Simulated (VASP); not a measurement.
CdTe, 2 atoms in the cell. Symmetry: F-43m, No. 216, cubic system. Conventional cell: a = 6.489 Å, b = 6.489 Å, c = 6.489 Å, α = 90.00°, β = 90.00°, γ = 90.00°. Within 3.7 Å of Cd (site symmetry -43m) lie 4 Te at 2.81 Å. Within 3.7 Å of Te (site symmetry -43m) lie 4 Cd at 2.81 Å. 

* Program: VASP 6.6.1
* Task: single point
* Functional: r2SCAN
* Potentials or basis: VASP PAW PBE potentials, release 64 (Cd, Te)
* Cutoff: 520 eV
* k mesh: 6 × 6 × 6
* Occupations: fermi-dirac, width 0.05 eV
* Spin: no spin polarisation
* Dipole correction: no
* Further INCAR settings: ALGO = Normal; EDIFF = 1e-06; NBANDS = 16

Potentials or basis: VASP PAW PBE potentials, release 64 (Cd, Te).

Launch:

```console
$ cat potpaw_PBE.64/Cd/POTCAR potpaw_PBE.64/Te/POTCAR > POTCAR
$ cp INCAR.step1 INCAR
$ mpirun -np 1 vasp_std > vasp.out
$ cp INCAR.step2 INCAR
$ mpirun -np 1 vasp_std > vasp.out
```

Hardware: 1 thread of AMD EPYC 7R43 64-Core Processor (Zen 3), on a shared host.

How long does it take, and how much memory?

Wall time 89 s on 1 thread of AMD EPYC 7R43 64-Core Processor (Zen 3), with other jobs on the host, peak memory 0.18 GiB. Counts: k points 16.
